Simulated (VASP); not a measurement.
# AsPt4 (Im-3m) in VASP: relaxation of cell and atoms with PBE

Aim: the relaxation of cell and atoms of AsPt4 with PBE.

All numbers are computed with VASP 6.6.1; they aren't measurements. Logs are shortened: lines on timing, memory, paths and dates and some standing lists are left out, and cuts for length are marked.

**1. The cell of the first run**

It takes space group Im-3m (No. 229, cubic). Conventional cell: a = 5.625 Å, b = 5.625 Å, c = 5.625 Å, α = 90.00°, β = 90.00°, γ = 90.00°. As (site symmetry m-3m) has 8 Pt at 2.44 Å within 3.2 Å. Pt (site symmetry -3m) has 2 As at 2.44 Å and 6 Pt at 2.81 Å within 3.2 Å.

The cell was generated, and may not be a known phase.

**2. Relaxation of cell and atoms, PBE**

The input, INCAR:

```
PREC     = Accurate       # precision mode
ENCUT    = 600            # plane-wave cutoff, eV
EDIFF    = 1E-6           # SCF threshold, eV
ISMEAR   = 0              # smearing method
SIGMA    = 0.1            # smearing width, eV
LREAL    = False          # projectors in reciprocal space
LASPH    = True           # aspherical terms in the spheres
NELM     = 60             # most SCF steps
ALGO     = Fast           # electronic algorithm
ISIF     = 3              # what is computed and relaxed
LWAVE    = False          # write WAVECAR
LCHARG   = False          # write CHGCAR
GGA      = PE             # functional
IBRION   = 2              # ionic algorithm
NSW      = 100            # ionic steps
EDIFFG   = -0.01          # ionic threshold
```

The input, KPOINTS:

```
Automatic mesh
0
Gamma
  10 10 10
```

The input, POSCAR:

```
AsPt4
1.0
   -2.8125561300      2.8125561300      2.8125561300
    2.8125561300     -2.8125561300      2.8125561300
    2.8125561300      2.8125561300     -2.8125561300
As Pt
1 4
Direct
    0.0000000000      0.0000000000      0.0000000000
    0.0000000000      0.0000000000      0.5000000000
    0.5000000000      0.0000000000      0.0000000000
    0.0000000000      0.5000000000      0.0000000000
    0.5000000000      0.5000000000      0.5000000000
```

Potentials or basis: VASP PAW PBE potentials, release 64 (As, Pt).

Launch:

```sh
> cat potpaw_PBE.64/As/POTCAR potpaw_PBE.64/Pt/POTCAR > POTCAR
> mpirun -np 1 vasp_std > vasp.out
```

OUTCAR:

```text
PREC = Accurate
   ENCUT = 600
   EDIFF = 1E-6
   ISMEAR = 0
   LREAL = False
   LASPH = True
   NELM = 60
   ISIF = 3
   GGA = PE
   IBRION = 2
   NSW = 100
   EDIFFG = -0.01

 ion  position               nearest neighbor table
   1  0.000  0.000  0.000-   2 2.44   3 2.44   4 2.44   5 2.44   2 2.44   4 2.44   3 2.44   5 2.44

   2  0.000  0.000  0.500-   1 2.44   1 2.44   4 2.81   5 2.81   3 2.81   4 2.81   3 2.81   5 2.81

   3  0.500  0.000  0.000-   1 2.44   1 2.44   4 2.81   5 2.81   5 2.81   2 2.81   2 2.81   4 2.81

   4  0.000  0.500  0.000-   1 2.44   1 2.44   3 2.81   5 2.81   2 2.81   2 2.81   5 2.81   3 2.81

   5  0.500  0.500  0.500-   1 2.44   1 2.44   3 2.81   4 2.81   3 2.81   4 2.81   2 2.81   2 2.81

  LATTYP: Found a body centered cubic cell.
 ALAT       =     5.6251122600

  Lattice vectors:

 A1 = (  -2.8125561300,   2.8125561300,   2.8125561300)
 A2 = (   2.8125561300,  -2.8125561300,   2.8125561300)
 A3 = (   2.8125561300,   2.8125561300,  -2.8125561300)

Analysis of symmetry for initial positions (statically):
=====================================================================
 Subroutine PRICEL returns:
 Original cell was already a primitive cell.

 Routine SETGRP: Setting up the symmetry group for a
 body centered cubic supercell.

 Subroutine GETGRP returns: Found 48 space group operations
 (whereof 48 operations were pure point group operations)
 out of a pool of 48 trial point group operations.

The static configuration has the point symmetry O_h .

Analysis of symmetry for dynamics (positions and initial velocities):
=====================================================================
 Subroutine PRICEL returns:
 Original cell was already a primitive cell.

 Routine SETGRP: Setting up the symmetry group for a
 body centered cubic supercell.

 Subroutine GETGRP returns: Found 48 space group operations
 (whereof 48 operations were pure point group operations)
 out of a pool of 48 trial point group operations.

The dynamic configuration has the point symmetry O_h .

 Subroutine INISYM returns: Found 48 space group operations
 (whereof 48 operations are pure point group operations),
 and found     1 'primitive' translations

----------------------------------------------------------------------------------------

                                     Primitive cell

  volume of cell :      88.9946

  direct lattice vectors                    reciprocal lattice vectors
    -2.812556130  2.812556130  2.812556130     0.000000000  0.177774230  0.177774230
     2.812556130 -2.812556130  2.812556130     0.177774230  0.000000000  0.177774230
     2.812556130  2.812556130 -2.812556130     0.177774230  0.177774230  0.000000000

  length of vectors
     4.871490116  4.871490116  4.871490116     0.251410727  0.251410727  0.251410727

  position of ions in fractional coordinates (direct lattice)
     0.000000000  0.000000000  0.000000000
     0.000000000  0.000000000  0.500000000
     0.500000000  0.000000000  0.000000000
     0.000000000  0.500000000  0.000000000
     0.500000000  0.500000000  0.500000000

  ion indices of the primitive-cell ions
   primitive index   ion index
                 1           1
                 2           2
                 3           3
                 4           4
                 5           5

----------------------------------------------------------------------------------------

 KPOINTS: Automatic mesh

Automatic generation of k-mesh.
 Grid dimensions read from file:
 generate k-points for:   10   10   10

 Generating k-lattice:

  Cartesian coordinates                     Fractional coordinates (reciprocal lattice)
     0.000000000  0.017777423  0.017777423     0.100000000  0.000000000  0.000000000
     0.017777423  0.000000000  0.017777423     0.000000000  0.100000000  0.000000000
     0.017777423  0.017777423  0.000000000     0.000000000  0.000000000  0.100000000

  Length of vectors
     0.025141073  0.025141073  0.025141073

  Shift w.r.t. Gamma in fractional coordinates (k-lattice)
     0.000000000  0.000000000  0.000000000

 Subroutine IBZKPT returns following result:
 ===========================================

 Found     47 irreducible k-points:

 Following reciprocal coordinates:
            Coordinates               Weight
  0.000000  0.000000  0.000000      1.000000
  0.100000  0.000000  0.000000     12.000000
  0.200000  0.000000  0.000000     12.000000
  0.300000  0.000000  0.000000     12.000000
  0.400000  0.000000  0.000000     12.000000
  0.500000  0.000000  0.000000      6.000000
[... 16 lines left out ...]
  0.300000  0.300000  0.100000      8.000000
 -0.300000  0.300000  0.100000     24.000000
 [... further k-points ...]
   k-points           NKPTS =     47   k-points in BZ     NKDIM =     47   number of bands    NBANDS=     27
   number of dos      NEDOS =    301   number of ions     NIONS =      5
   total plane-waves  NPLWV =  64000
   dimension x,y,z NGX =    40 NGY =   40 NGZ =   40
   dimension x,y,z NGXF=    80 NGYF=   80 NGZF=   80
   ions per type =               1   4
   NGX,Y,Z   is equivalent  to a cutoff of  13.65, 13.65, 13.65 a.u.
   NGXF,Y,Z  is equivalent  to a cutoff of  27.30, 27.30, 27.30 a.u.
 SYSTEM =  unknown system
   PREC   = accura    normal or accurate (medium, high low for compatibility)
   ISTART =      0    job   : 0-new  1-cont  2-samecut
   ICHARG =      2    charge: 1-file 2-atom 10-const
   ISPIN  =      1    spin polarized calculation?
   LNONCOLLINEAR =      F non collinear calculations
   LSORBIT =      F    spin-orbit coupling
   LASPH  =      T    aspherical Exc in radial PAW
   ENCUT  =  600.0 eV  44.10 Ry    6.64 a.u.   9.73  9.73  9.73*2*pi/ulx,y,z
   NELM   =     60;   NELMIN=  2; NELMDL= -5     # of ELM steps
   EDIFF  = 0.1E-05   stopping-criterion for ELM
   LREAL  =      F    real-space projection
   EDIFFG = -.1E-01   stopping-criterion for IOM
   NSW    =    100    number of steps for IOM
   IBRION =      2    ionic relax: 0-MD 1-quasi-New 2-CG
   NFREE  =      1    steps in history (QN), initial steepest desc. (CG)
   ISIF   =      3    stress and relaxation
   ISYM   =      2    0-nonsym 1-usesym 2-fastsym
   POTIM  = 0.5000    time-step for ionic-motion
   TEBEG  =    0.0;   TEEND  =   0.0 temperature during run
   PSTRESS=    0.0 pullay stress
   NELECT =      45.0000    total number of electrons
   NUPDOWN=      -1.0000    fix difference up-down
   EMIN   =  10.00;   EMAX   =-10.00  energy-range for DOS
   EFERMI =   0.00;   METHOD = LEGACY
   ISMEAR =     0;   SIGMA  =   0.10  broadening in eV -4-tet -1-fermi 0-gaus
   EFERMI_NEDOS =   21; number of points for ismear=-14 and -15
   IALGO  =     68    algorithm
   IMIX   =      4    mixing-type and parameters
     AMIX     =   0.40;   BMIX     =  1.00
     AMIX_MAG =   1.60;   BMIX_MAG =  1.00
  volume/ion in A,a.u.               =      17.80       120.11
  Fermi-wavevector in a.u.,A,eV,Ry     =   1.304241  2.464658 23.144112  1.701044
  Thomas-Fermi vector in A             =   2.435190
   LORBIT       =      0    0 simple, 1 ext, 2 COOP (PROOUT), +10 PAW based schemes
   GGA     = PE    functional components
   LHFCALC =     F    Hartree Fock is set to
   AEXX    =    0.0000 exact exchange contribution
   IVDW    =     0    specifies the selected vdW correction
   LEPSILON=     F    determine dielectric tensor
   LRPA    =     F    only Hartree local field effects (RPA)
 conjugate gradient relaxation of ions
 non-spin polarized calculation
 RMM-DIIS sequential band-by-band and
 Gauss-broadening in eV      SIGMA  =   0.10
  energy-cutoff  :      600.00
  volume of cell :       88.99
 maximum number of plane-waves:      3043
   NGX = 19   NGY = 19   NGZ = 19

--------------------------------------- Ionic step        1  -------------------------------------------

 number of electron      45.0000009 magnetization

 Free energy of the ion-electron system (eV)
  ---------------------------------------------------
  ext. energy  EPLUGINS =         0.00000000
  ---------------------------------------------------
  free energy    TOTEN  =       -28.47997440 eV

  energy without entropy =      -28.46646350  energy(sigma->0) =      -28.47321895

------------------------ aborting loop because EDIFF is reached ----------------------------------------

  FORCE on cell =-STRESS in cart. coord.  units (eV):
  Direction    XX          YY          ZZ          XY          YZ          ZX
  --------------------------------------------------------------------------------------
  -------------------------------------------------------------------------------------
  Total        2.1907078      2.1907078      2.1907078      0.0000000      0.0000000     -0.0000000
  in kB       39.4395041     39.4395041     39.4395041      0.0000000      0.0000000     -0.0000000
  external PRESSURE =      39.4395041 kB  Pullay stress =       0.0000000 kB
[... 63 lines left out ...]
  energy  without entropy=      -28.4082974932  energy(sigma->0) =      -28.41611807

--------------------------------------- Ionic step        3  -------------------------------------------

 number of electron      45.0000003 magnetization

 Free energy of the ion-electron system (eV)
  ---------------------------------------------------
  ext. energy  EPLUGINS =         0.00000000
  ---------------------------------------------------
  free energy    TOTEN  =       -28.50301974 eV

  energy without entropy =      -28.48917003  energy(sigma->0) =      -28.49609488

 E-fermi :   7.6679     XC(G=0): -11.8387

 val. band max:        7.6639883270   @ k =   0.1000   0.1000   0.0000
 cond. band min:       7.6930432208   @ k =   0.2000   0.0000   0.0000
 fundamental gap:      0.0290548938
 Fermi energy:         7.6678609901

 k-point     1 :       0.0000    0.0000    0.0000
  band No.  band energies     occupation
      1      -6.4440      2.00000
      2       1.8201      2.00000
      3       2.3818      2.00000
      4       2.3818      2.00000
      5       3.1059      2.00000
      6       3.1059      2.00000
[... 709 lines left out ...]
     26      10.7204      0.00000
     27      11.7304      0.00000

 [... further k-points ...]
[... 5 lines left out ...]
  --------------------------------------------------------------------------------------
  -------------------------------------------------------------------------------------
  Total       -0.0000225     -0.0000225     -0.0000225      0.0000000      0.0000000      0.0000000
  in kB       -0.0003962     -0.0003962     -0.0003962      0.0000000      0.0000000      0.0000000
  external PRESSURE =      -0.0003962 kB  Pullay stress =       0.0000000 kB
[... 20 lines left out ...]
  FREE ENERGIE OF THE ION-ELECTRON SYSTEM (eV)
  ---------------------------------------------------
  free  energy   TOTEN  =       -28.5030197359 eV

  energy  without entropy=      -28.4891700329  energy(sigma->0) =      -28.49609488

 reached required accuracy - stopping structural energy minimisation
```

Wall time 5.1 min (1 thread of Intel Xeon Platinum 8259CL at 2.50GHz (Skylake/Cascade Lake), shared host); peak memory 0.33 GiB.

Results:

| Quantity | Value |
| --- | --- |
| Free energy | -28.5030 eV |
| Relaxed volume | 18.19 Å³/atom |
| Relaxed cell | a = 4.907 Å, b = 4.907 Å, c = 4.907 Å, α = 109.47°, β = 109.47°, γ = 109.47° |
| Space group after relaxing (to 0.1 Å) | Im-3m (No. 229) |
| Energy gained by relaxing | 4.6 meV/atom |
| Ionic steps | 3 |
| Pressure after relaxing | 0.0 GPa |
| Band gap on the k mesh | zero (an odd number of electrons rules out a gap without spin polarisation) |

Step by step:
| step | energy change (eV) | largest force (eV/Å) | pressure (GPa) | volume (Å³) |
| --- | --- | --- | --- | --- |
| 1 | 0.0000 | 0.0000 | 3.94 | 88.99 |
| 2 | 0.0560 | 0.0000 | -6.29 | 94.76 |
| 3 | -0.0230 | 0.0000 | 0.00 | 90.95 |

Final structure:
```yaml
crystal:
  lattice:
    - [-2.83297, 2.83297, 2.83297]
    - [2.83297, -2.83297, 2.83297]
    - [2.83297, 2.83297, -2.83297]
  atoms:
    - { symbol: As, position: [0.00000, 0.00000, 0.00000] }
    - { symbol: Pt, position: [0.00000, 0.00000, 0.50000] }
    - { symbol: Pt, position: [0.50000, 0.00000, 0.00000] }
    - { symbol: Pt, position: [0.00000, 0.50000, 0.00000] }
    - { symbol: Pt, position: [0.50000, 0.50000, 0.50000] }
```

Levels at points of the mesh, in eV from the Fermi level:
| k point | band 20 | band 21 | band 22 | band 23 | band 24 | band 25 |
| --- | --- | --- | --- | --- | --- | --- |
| (0.00, 0.00, 0.00) | -0.54 | -0.54 | 0.62 | 0.62 | 0.62 | 2.63 |
| (0.50, 0.00, 0.00) | -1.30 | -1.05 | -0.94 | -0.20 | 0.39 | 1.78 |
| (0.50, 0.50, 0.50) | -0.25 | -0.25 | 0.75 | 0.75 | 1.92 | 1.92 |

Caveat: spin-orbit coupling is left out, which moves the levels of the heavy elements.

The gap in the log of VASP goes by the Fermi energy; the results here count the filled bands.